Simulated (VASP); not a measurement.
# EuO (Fm-3m) in VASP: notebook

EuO is run at these levels: PBE+U; tasks: single point.

Program: VASP 6.6.1. These are calculated values, not measurements. Logs are shortened: lines on timing, memory, paths and dates and some standing lists are left out, and cuts for length are marked.

**1. The cell of the first run**

It takes space group Fm-3m (No. 225, cubic). Conventional cell: a = 5.144 Å, b = 5.144 Å, c = 5.144 Å, α = 90.00°, β = 90.00°, γ = 90.00°. Within 3.4 Å of Eu (site symmetry m-3m) lie 6 O at 2.57 Å. O (site symmetry m-3m) has 6 Eu at 2.57 Å within 3.4 Å.

**2. Single point, PBE+U, collinear spin, ferromagnetic start**

INCAR

```
  PREC = Accurate
  ENCUT = 600
  EDIFF = 1E-6
  ISMEAR = -1
  SIGMA = 0.03
  LREAL = F
  LASPH = T
  NELM = 200
  ALGO = Normal
  ISIF = 2
  LWAVE = F
  LCHARG = T
  ISPIN = 2
  MAGMOM = 7 7 0 0
  LORBIT = 11
  LMAXMIX = 6
  LDAU = T
  LDAUTYPE = 2
  LDAUL = 3 -1
  LDAUU = 5.3 0
  LDAUJ = 0 0
  LDAUPRINT = 1
  GGA = PE
  LELF = T
  LVHAR = T
  NBANDS = 35
  GGA_COMPAT = F
```

KPOINTS

```
regular mesh
0
Gamma
  6 6 3
```

POSCAR

```
EuO
1.0
    0.0000000000      2.5719500000      2.5719500000
    2.5719500000      0.0000000000      2.5719500000
    5.1439000000      5.1439000000      0.0000000000
Eu O
2 2
Direct
    0.0000000000      0.0000000000      0.0000000000
    0.0000000000      0.0000000000      0.5000000000
    0.5000000000      0.5000000000      0.2500000000
    0.5000000000      0.5000000000      0.7500000000
```

Potentials or basis: VASP PAW PBE potentials, release 64 (Eu, O).

Launch:

```
$ cat potpaw_PBE.64/Eu/POTCAR potpaw_PBE.64/O/POTCAR > POTCAR
$ mpirun -np 1 vasp_std > vasp.out
```

OUTCAR:

```text
PREC = Accurate
   ENCUT = 600
   EDIFF = 1E-6
   ISMEAR = -1
   LREAL = F
   LASPH = T
   NELM = 200
   ISIF = 2
   ISPIN = 2
   LORBIT = 11
   GGA = PE

 ion  position               nearest neighbor table
   1  0.000  0.000  0.000-   4 2.57   3 2.57   4 2.57   3 2.57   4 2.57   3 2.57
   2  0.000  0.000  0.500-   3 2.57   3 2.57   4 2.57   3 2.57   4 2.57   4 2.57
   3  0.500  0.500  0.250-   1 2.57   1 2.57   2 2.57   1 2.57   2 2.57   2 2.57
   4  0.500  0.500  0.750-   2 2.57   1 2.57   2 2.57   1 2.57   2 2.57   1 2.57

  LATTYP: Found a trigonal (rhomboedric) cell.
 ALAT       =     6.2999651440
 COS(alpha) =     0.8333333333

  Lattice vectors:

 A1 = (   5.1439000000,   2.5719500000,  -2.5719500000)
 A2 = (   2.5719500000,   2.5719500000,  -5.1439000000)
 A3 = (   2.5719500000,   5.1439000000,  -2.5719500000)

Analysis of symmetry for initial positions (statically):
=====================================================================
 Subroutine PRICEL returns following result:

  LATTYP: Found a face centered cubic cell.
 ALAT       =     5.1439000000
[... 12 lines left out ...]
 Subroutine GETGRP returns: Found 12 space group operations
 (whereof 12 operations were pure point group operations)
 out of a pool of 12 trial point group operations.

The static configuration has the point symmetry D_3d.

Analysis of symmetry for dynamics (positions and initial velocities):
=====================================================================
 Subroutine PRICEL returns following result:

  LATTYP: Found a face centered cubic cell.
 ALAT       =     5.1439000000
[... 12 lines left out ...]
 Subroutine GETGRP returns: Found 12 space group operations
 (whereof 12 operations were pure point group operations)
 out of a pool of 12 trial point group operations.

The dynamic configuration has the point symmetry D_3d.

Analysis of structural, dynamic, and magnetic symmetry:
=====================================================================
 Subroutine PRICEL returns following result:

  LATTYP: Found a face centered cubic cell.
 ALAT       =     5.1439000000
[... 12 lines left out ...]
 Subroutine GETGRP returns: Found 12 space group operations
 (whereof 12 operations were pure point group operations)
 out of a pool of 12 trial point group operations.

The overall configuration has the point symmetry D_3d.

 Subroutine INISYM returns: Found 12 space group operations
 (whereof 12 operations are pure point group operations),
 and found     2 'primitive' translations

----------------------------------------------------------------------------------------

                                     Primitive cell

  volume of cell :      34.0265

  direct lattice vectors                    reciprocal lattice vectors
     0.000000000  2.571950000  2.571950000    -0.194405023  0.194405023  0.194405023
     2.571950000  0.000000000  2.571950000     0.194405023 -0.194405023  0.194405023
     2.571950000  2.571950000  0.000000000     0.194405023  0.194405023 -0.194405023

  length of vectors
     3.637286572  3.637286572  3.637286572     0.336719378  0.336719378  0.336719378

  position of ions in fractional coordinates (direct lattice)
     0.000000000  0.000000000  0.000000000
     0.500000000  0.500000000  0.500000000

  ion indices of the primitive-cell ions
   primitive index   ion index
                 1           1
                 2           3

----------------------------------------------------------------------------------------
[... 158 lines left out ...]
  o =  0.9680  v = -0.5639  0.0000 -0.4368  0.0126  0.4291 -0.0000 -0.5540  0.0000  0.0000  0.0000  0.0000  0.0000  0.0000  0.0000      0.0000  0.0000  0.0000  0.0000  0.0000  0.0000  0.0000  0.0000  0.0000  0.0000  0.0000  0.0000  0.0000  0.0000
  o =  0.9743  v = -0.4237 -0.0000  0.5470 -0.0000  0.5703 -0.0294  0.4417  0.0000  0.0000  0.0000  0.0000  0.0000  0.0000  0.0000      0.0000  0.0000  0.0000  0.0000  0.0000  0.0000  0.0000  0.0000  0.0000  0.0000  0.0000  0.0000  0.0000  0.0000
  o =  0.9743  v = -0.2655 -0.0000  0.3427 -0.0000 -0.3024  0.8160 -0.2342  0.0000  0.0000  0.0000  0.0000  0.0000  0.0000  0.0000      0.0000  0.0000  0.0000  0.0000  0.0000  0.0000  0.0000  0.0000  0.0000  0.0000  0.0000  0.0000  0.0000  0.0000
  o =  0.9743  v =  0.3536  0.0000 -0.4564 -0.0000  0.4564  0.5774  0.3536  0.0000  0.0000  0.0000  0.0000  0.0000  0.0000  0.0000      0.0000  0.0000  0.0000  0.0000  0.0000  0.0000  0.0000  0.0000  0.0000  0.0000  0.0000  0.0000  0.0000  0.0000

atom =   2  type =  1  l = 3

 onsite density matrix

spin component  1

  0.9704 -0.0000 -0.0030 -0.0000 -0.0000  0.0000  0.0000
 -0.0000  0.9594 -0.0000 -0.0000 -0.0000  0.0000  0.0000
 -0.0030 -0.0000  0.9720 -0.0000 -0.0000 -0.0000  0.0000
 -0.0000 -0.0000 -0.0000  0.9680 -0.0000  0.0000  0.0000
 -0.0000 -0.0000 -0.0000 -0.0000  0.9720  0.0000  0.0030
  0.0000  0.0000 -0.0000  0.0000  0.0000  0.9743  0.0000
  0.0000  0.0000  0.0000  0.0000  0.0030  0.0000  0.9704

spin component  2

  0.0034  0.0000  0.0016  0.0000  0.0000 -0.0000 -0.0000
  0.0000  0.0001  0.0000  0.0000  0.0000  0.0000 -0.0000
  0.0016  0.0000  0.0026  0.0000  0.0000 -0.0000 -0.0000
  0.0000  0.0000  0.0000  0.0047  0.0000 -0.0000 -0.0000
  0.0000  0.0000  0.0000  0.0000  0.0026  0.0000 -0.0016
 -0.0000  0.0000 -0.0000 -0.0000  0.0000  0.0014 -0.0000
 -0.0000 -0.0000 -0.0000 -0.0000 -0.0016 -0.0000  0.0034

 occupancies and eigenvectors

  o =  0.0001  v =  0.0000  0.0000  0.0000  0.0000  0.0000  0.0000  0.0000 -0.0000  1.0000 -0.0000 -0.0000 -0.0000  0.0000  0.0000      0.0000  0.0000  0.0000  0.0000  0.0000  0.0000  0.0000  0.0000  0.0000  0.0000  0.0000  0.0000  0.0000  0.0000
  o =  0.0014  v =  0.0000  0.0000  0.0000  0.0000  0.0000  0.0000  0.0000 -0.0543 -0.0000  0.0701  0.0000  0.5908 -0.6586  0.4576      0.0000  0.0000  0.0000  0.0000  0.0000  0.0000  0.0000  0.0000  0.0000  0.0000  0.0000  0.0000  0.0000  0.0000
  o =  0.0014  v =  0.0000  0.0000  0.0000  0.0000  0.0000  0.0000  0.0000 -0.4970 -0.0000  0.6417  0.0000  0.2602  0.4826  0.2015      0.0000  0.0000  0.0000  0.0000  0.0000  0.0000  0.0000  0.0000  0.0000  0.0000  0.0000  0.0000  0.0000  0.0000
  o =  0.0014  v =  0.0000  0.0000  0.0000  0.0000  0.0000  0.0000  0.0000  0.3536 -0.0000 -0.4564 -0.0000  0.4564  0.5774  0.3536      0.0000  0.0000  0.0000  0.0000  0.0000  0.0000  0.0000  0.0000  0.0000  0.0000  0.0000  0.0000  0.0000  0.0000
  o =  0.0047  v =  0.0000  0.0000  0.0000  0.0000  0.0000  0.0000  0.0000  0.3349 -0.0000  0.2594 -0.8163  0.2405 -0.0000 -0.3104      0.0000  0.0000  0.0000  0.0000  0.0000  0.0000  0.0000  0.0000  0.0000  0.0000  0.0000  0.0000  0.0000  0.0000
  o =  0.0047  v =  0.0000  0.0000  0.0000  0.0000  0.0000  0.0000  0.0000  0.5518  0.0000  0.4274  0.0179 -0.4384 -0.0000  0.5659      0.0000  0.0000  0.0000  0.0000  0.0000  0.0000  0.0000  0.0000  0.0000  0.0000  0.0000  0.0000  0.0000  0.0000
  o =  0.0047  v =  0.0000  0.0000  0.0000  0.0000  0.0000  0.0000  0.0000 -0.4564 -0.0000 -0.3536 -0.5774 -0.3536  0.0000  0.4564      0.0000  0.0000  0.0000  0.0000  0.0000  0.0000  0.0000  0.0000  0.0000  0.0000  0.0000  0.0000  0.0000  0.0000
  o =  0.9594  v = -0.0000 -1.0000 -0.0000 -0.0000 -0.0000  0.0000  0.0000  0.0000  0.0000  0.0000  0.0000  0.0000  0.0000  0.0000      0.0000  0.0000  0.0000  0.0000  0.0000  0.0000  0.0000  0.0000  0.0000  0.0000  0.0000  0.0000  0.0000  0.0000
  o =  0.9680  v = -0.4564  0.0001 -0.3536 -0.5774 -0.3536  0.0000  0.4564  0.0000  0.0000  0.0000  0.0000  0.0000  0.0000  0.0000      0.0000  0.0000  0.0000  0.0000  0.0000  0.0000  0.0000  0.0000  0.0000  0.0000  0.0000  0.0000  0.0000  0.0000
  o =  0.9680  v =  0.4462 -0.0000  0.3456 -0.7932  0.1401  0.0000 -0.1809  0.0000  0.0000  0.0000  0.0000  0.0000  0.0000  0.0000      0.0000  0.0000  0.0000  0.0000  0.0000  0.0000  0.0000  0.0000  0.0000  0.0000  0.0000  0.0000  0.0000  0.0000
  o =  0.9680  v = -0.4664 -0.0000 -0.3613 -0.1938  0.4800 -0.0000 -0.6196  0.0000  0.0000  0.0000  0.0000  0.0000  0.0000  0.0000      0.0000  0.0000  0.0000  0.0000  0.0000  0.0000  0.0000  0.0000  0.0000  0.0000  0.0000  0.0000  0.0000  0.0000
  o =  0.9743  v = -0.4737  0.0000  0.6116 -0.0000  0.4847  0.1605  0.3754  0.0000  0.0000  0.0000  0.0000  0.0000  0.0000  0.0000      0.0000  0.0000  0.0000  0.0000  0.0000  0.0000  0.0000  0.0000  0.0000  0.0000  0.0000  0.0000  0.0000  0.0000
  o =  0.9743  v = -0.1600  0.0000  0.2066  0.0000 -0.4263  0.8006 -0.3302  0.0000  0.0000  0.0000  0.0000  0.0000  0.0000  0.0000      0.0000  0.0000  0.0000  0.0000  0.0000  0.0000  0.0000  0.0000  0.0000  0.0000  0.0000  0.0000  0.0000  0.0000
  o =  0.9743  v =  0.3536  0.0000 -0.4564  0.0000  0.4564  0.5774  0.3536  0.0000  0.0000  0.0000  0.0000  0.0000  0.0000  0.0000      0.0000  0.0000  0.0000  0.0000  0.0000  0.0000  0.0000  0.0000  0.0000  0.0000  0.0000  0.0000  0.0000  0.0000

 number of electron      45.9999999 magnetization      14.0000007

 Free energy of the ion-electron system (eV)
  ---------------------------------------------------
  ext. energy  EPLUGINS =         0.00000000
  ---------------------------------------------------
  free energy    TOTEN  =       -42.41534552 eV

  energy without entropy =      -42.41368277  energy(sigma->0) =      -42.41451415

 E-fermi :   3.7942     XC(G=0): -10.7688

 val. band max:        3.7089231865   @ k =   0.1667   0.1667   0.0000
 cond. band min:       3.8188233777   @ k =   0.0000   0.0000   0.0000
 fundamental gap:      0.1099001912
 Fermi energy:         3.7942181118

 spin component 1

 k-point     1 :       0.0000    0.0000    0.0000
  band No.  band energies     occupation
      1     -36.1028      1.00000
      2     -36.0041      1.00000
      3     -16.5466      1.00000
      4     -14.7469      1.00000
      5     -14.7469      1.00000
      6     -14.6563      1.00000
[... 597 lines left out ...]
     34       7.9215      0.00000
     35       9.3516      0.00000
 Fermi energy:         3.7942181118

 spin component 2

 k-point     1 :       0.0000    0.0000    0.0000
  band No.  band energies     occupation
      1     -33.0015      1.00000
      2     -32.8711      1.00000
      3     -15.4925      1.00000
      4     -14.0681      1.00000
      5     -12.4323      1.00000
      6     -12.4323      1.00000
[... 597 lines left out ...]
     34      13.2765      0.00000
     35      13.3034      0.00000

------------------------ aborting loop because EDIFF is reached ----------------------------------------

  FORCE on cell =-STRESS in cart. coord.  units (eV):
  Direction    XX          YY          ZZ          XY          YZ          ZX
  --------------------------------------------------------------------------------------
  -------------------------------------------------------------------------------------
  Total        0.2495105      0.2495105      0.2495105     -0.0001618      0.0001618      0.0001618
  in kB        5.8742425      5.8742425      5.8742425     -0.0038099      0.0038099      0.0038099
  external PRESSURE =       5.8742425 kB  Pullay stress =       0.0000000 kB

 VOLUME and BASIS-vectors are now :
 -----------------------------------------------------------------------------
  energy-cutoff  :      600.00
  volume of cell :       68.05
      direct lattice vectors                 reciprocal lattice vectors
     0.000000000  2.571950000  2.571950000    -0.194405023  0.194405023  0.194405023
     2.571950000  0.000000000  2.571950000     0.194405023 -0.194405023  0.194405023
     5.143900000  5.143900000  0.000000000     0.097202512  0.097202512 -0.097202512

 POSITION                                       TOTAL-FORCE (eV/Angst)
 -----------------------------------------------------------------------------------
      0.00000      0.00000      0.00000         0.000000      0.000000      0.000000
      2.57195      2.57195      0.00000         0.000000      0.000000     -0.000000
      2.57195      2.57195      2.57195        -0.000000     -0.000000     -0.000000
      5.14390      5.14390      2.57195        -0.000000      0.000000     -0.000000
 -----------------------------------------------------------------------------------
    total drift:                                0.000000      0.000000      0.000000

  FREE ENERGIE OF THE ION-ELECTRON SYSTEM (eV)
  ---------------------------------------------------
  free  energy   TOTEN  =       -42.4153455202 eV

  energy  without entropy=      -42.4136827732  energy(sigma->0) =      -42.41451415

 total charge

# of ion       s       p       d       f       tot
--------------------------------------------------
    1        2.032   5.798   0.312   6.796  14.938
    2        2.032   5.798   0.312   6.796  14.938
    3        1.551   3.406   0.000   0.000   4.958
    4        1.551   3.406   0.000   0.000   4.958
--------------------------------------------------
tot          7.168  18.409   0.624  13.591  39.791

 magnetization (x)

# of ion       s       p       d       f       tot
--------------------------------------------------
    1       -0.014  -0.112   0.079   6.761   6.714
    2       -0.014  -0.112   0.079   6.761   6.714
    3       -0.005  -0.091   0.000   0.000  -0.096
    4       -0.005  -0.091   0.000   0.000  -0.096
--------------------------------------------------
tot         -0.038  -0.407   0.158  13.522  13.236
```

Run time: 5.8 min. Hardware: 1 thread of Intel Xeon 8259CL, shared host; peak memory 0.31 GiB.

Results:

```
Free energy                                           : -42.4153 eV
Pressure                                              : 0.6 GPa
Band gap on the k mesh                                : zero (filled and empty bands overlap)
Net moment                                            : 14.00 μB per cell
Site moments                                          : Eu +6.71; O -0.10 μB
Valence electrons inside the program's atomic spheres : Eu 14.94; O 4.96
```

Levels at points of the mesh, in eV from the Fermi level:
Spin up:
```tsv
k point	band 27	band 28	band 29	band 30	band 31	band 32	band 33	band 34
(0.00, 0.00, 0.00)	-0.44	0.02	0.02	0.02	0.72	2.77	2.77	2.77
(0.50, 0.00, 0.00)	-0.45	-0.44	-0.20	-0.14	-0.14	3.35	4.52	5.51
```
Spin down:
```tsv
k point	band 14	band 15	band 16	band 17	band 18	band 19
(0.00, 0.00, 0.00)	-2.77	-2.77	-2.77	1.56	3.75	3.75
(0.50, 0.00, 0.00)	-2.84	-2.73	-2.73	0.71	4.01	5.41
```

Eigenvalues of the final occupation matrices:
```
    site  spin  trace                         eigenvalues
site 1 f     1   6.79  0.96 0.97 0.97 0.97 0.97 0.97 0.97
site 1 f     2   0.02  0.00 0.00 0.00 0.00 0.00 0.00 0.00
site 2 f     1   6.79  0.96 0.97 0.97 0.97 0.97 0.97 0.97
site 2 f     2   0.02  0.00 0.00 0.00 0.00 0.00 0.00 0.00
```

Caveat: spin-orbit coupling is left out, which moves the levels of the heavy elements.

[end of part 1 of 2]
